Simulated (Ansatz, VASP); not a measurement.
Two plane-wave programs on WS2

The input INCAR:

```
PREC     = Accurate       # precision mode
ENCUT    = 520            # plane-wave cutoff, eV
EDIFF    = 1E-7           # SCF threshold, eV
ISMEAR   = -1             # smearing method
SIGMA    = 0.02           # smearing width, eV
LREAL    = F              # projectors in reciprocal space
LASPH    = T              # aspherical terms in the spheres
NELM     = 100            # most SCF steps
ALGO     = Normal         # electronic algorithm
ISIF     = 2              # what is computed and relaxed
LWAVE    = F              # write WAVECAR
LCHARG   = F              # write CHGCAR
GGA      = PE             # functional
NBANDS   = 35             # bands
```

The input KPOINTS:

```
regular mesh
0
Gamma
  12 12 2
```

Contents of POSCAR:

```
WS2
1.0
    3.2333452192      0.0000000000      0.0000000000
   -1.6166726096      2.8001590991      0.0000000000
    0.0000000000      0.0000000000     12.7408919635
W S
2 4
Direct
    0.3333333333      0.6666666667      0.2500000000
    0.6666666667      0.3333333333      0.7500000000
    0.6666666667      0.3333333333      0.3711713583
    0.6666666667      0.3333333333      0.1288286417
    0.3333333333      0.6666666667      0.8711713583
    0.3333333333      0.6666666667      0.6288286417
```

Input for Ansatz:

```yaml
crystal:
  lattice:
    - [3.2333452192, 0.0, 0.0]
    - [-1.6166726096, 2.8001590991, 0.0]
    - [0.0, 0.0, 12.7408919635]
  atoms:
    - { symbol: W, position: [0.3333333333, 0.6666666667, 0.25] }
    - { symbol: W, position: [0.6666666667, 0.3333333333, 0.75] }
    - { symbol: S, position: [0.6666666667, 0.3333333333, 0.3711713583] }
    - { symbol: S, position: [0.6666666667, 0.3333333333, 0.1288286417] }
    - { symbol: S, position: [0.3333333333, 0.6666666667, 0.8711713583] }
    - { symbol: S, position: [0.3333333333, 0.6666666667, 0.6288286417] }
kpoints:
  mp_grid: { grid: [12, 12, 2] }
  band_path:
    path:
      - [0.0, 0.0, 0.0]
      - [0.5, 0.0, 0.0]
      - [0.3333333333, 0.3333333333, 0.0]
      - [0.0, 0.0, 0.5]
      - [0.5, 0.0, 0.5]
      - [0.3333333333, 0.3333333333, 0.5]
    npoints: 1
hamiltonian:
  xc: pbe
scf:
  occupations: { method: fermi_dirac, width: 0.02 }
  n_extra_bands: 5
output:
  forces: true
  stress: true
  eigenvalues: true
  write_density: true
  write_potential: true
  elf: true
  volumetric_format: npy
```

Change from the starting cell: hydrostatic strain +2.0%.

Alike in both runs: task single point; functional PBE; k mesh 12 × 12 × 2; occupations fermi-dirac, width 0.02 eV; no spin polarisation.

|  | VASP | Ansatz |
| --- | --- | --- |
| version | VASP 6.6.1 | Ansatz 0.2.0 |
| potentials or method | VASP PAW PBE potentials, release 64 (W_sv, S) | plane waves, PAW |
| plane-wave cutoff (eV) | 520 | 420 |
| valence electrons in the cell | 52 | 52 |

Ansatz gave:

```
gap on the k mesh at the Fermi level (eV)                     : 0.88
pressure (GPa)                                                : -1.0
traceless stress, the component that is largest in VASP (GPa) : 3.80
rms of the force components (eV/Å)                            : 0.080
```

Question: Estimate VASP's values.

Answer: gap on the k mesh at the Fermi level (eV): 0.90; pressure (GPa): -1.0; traceless stress, the component that is largest in VASP (GPa): 3.79; rms of the force components (eV/Å): 0.081.

Atom by atom the forces differ by 0.001 eV/Å (rms over components). The functional is the same, so the differences come from potentials, cutoffs and numerics.

Neither program's run includes spin-orbit coupling.
